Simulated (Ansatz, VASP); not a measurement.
**One calculation of MgO, two programs**

Contents of POSCAR:

```
MgO
1.0
    3.2882171726      0.0000000000      0.0000000000
   -1.6441085863      2.8476796046      0.0000000000
    0.0000000000      0.0000000000      5.0343664182
Mg O
2 2
Direct
    0.3333333333      0.6666666667     -0.0098385168
    0.6666666667      0.3333333333      0.4901614832
    0.3333333333      0.6666666667      0.3848385168
    0.6666666667      0.3333333333      0.8848385168
```

The input INCAR.step1:

```
SYSTEM = MgO
ALGO = Normal
EDIFF = 1E-4
ENCUT = 520
GGA = PE
ISMEAR = 0
LASPH = .TRUE.
LCHARG = .FALSE.
LREAL = .FALSE.
LWAVE = .TRUE.
NBANDS = 16
NELM = 80
PREC = Accurate
SIGMA = 0.01
```

INCAR.step2

```
SYSTEM = MgO
ALGO = Normal
EDIFF = 1E-6
ENCUT = 520
ISIF = 2
ISMEAR = 0
ISTART = 1
LASPH = .TRUE.
LCHARG = .TRUE.
LELF = .TRUE.
LMIXTAU = .TRUE.
LREAL = .FALSE.
LVHAR = .TRUE.
LWAVE = .FALSE.
METAGGA = R2SCAN
NBANDS = 16
NELM = 80
PREC = Accurate
SIGMA = 0.01
```

Contents of KPOINTS:

```
k-points
0
G
  12 12 6
  0 0 0
```

Input for Ansatz:

```yaml
crystal:
  lattice:
    - [3.2882171726, 0.0, 0.0]
    - [-1.6441085863, 2.8476796046, 0.0]
    - [0.0, 0.0, 5.0343664182]
  atoms:
    - { symbol: Mg, position: [0.3333333333, 0.6666666667, -0.0098385168] }
    - { symbol: Mg, position: [0.6666666667, 0.3333333333, 0.4901614832] }
    - { symbol: O, position: [0.3333333333, 0.6666666667, 0.3848385168] }
    - { symbol: O, position: [0.6666666667, 0.3333333333, 0.8848385168] }
kpoints:
  mp_grid: { grid: [12, 12, 6] }
  band_path:
    path:
      - [0.0, 0.0, 0.0]
      - [0.5, 0.0, 0.0]
      - [0.3333333333, 0.3333333333, 0.0]
      - [0.0, 0.0, 0.5]
      - [0.5, 0.0, 0.5]
      - [0.3333333333, 0.3333333333, 0.5]
    npoints: 1
hamiltonian:
  xc: r2scan
scf:
  occupations: { method: fixed }
  n_extra_bands: 5
output:
  forces: true
  stress: true
  eigenvalues: true
```

Alike in both runs: task single point; functional r2SCAN; k mesh 12 × 12 × 6; no spin polarisation.

|  | VASP | Ansatz |
| --- | --- | --- |
| version | VASP 6.6.1 | Ansatz 0.2.0 |
| potentials or method | VASP PAW PBE potentials, release 64 (Mg, O) | plane waves, PAW |
| plane-wave cutoff (eV) | 520 | 500 |
| occupations | gaussian, width 0.01 eV | fixed |
| valence electrons in the cell | 16 | 32 |

Ansatz gave:

| Item | Value |
| --- | --- |
| gap on the k mesh at the Fermi level (eV) | 4.22 |
| pressure (GPa) | 0.0 |

Which values does VASP return?

gap on the k mesh at the Fermi level (eV): 4.21; pressure (GPa): -0.5.

VASP's potentials were made for PBE, not for r2SCAN. VASP's potentials hold 16 valence electrons a cell and Ansatz's 32, so a difference there can come from the potentials and not from the codes.
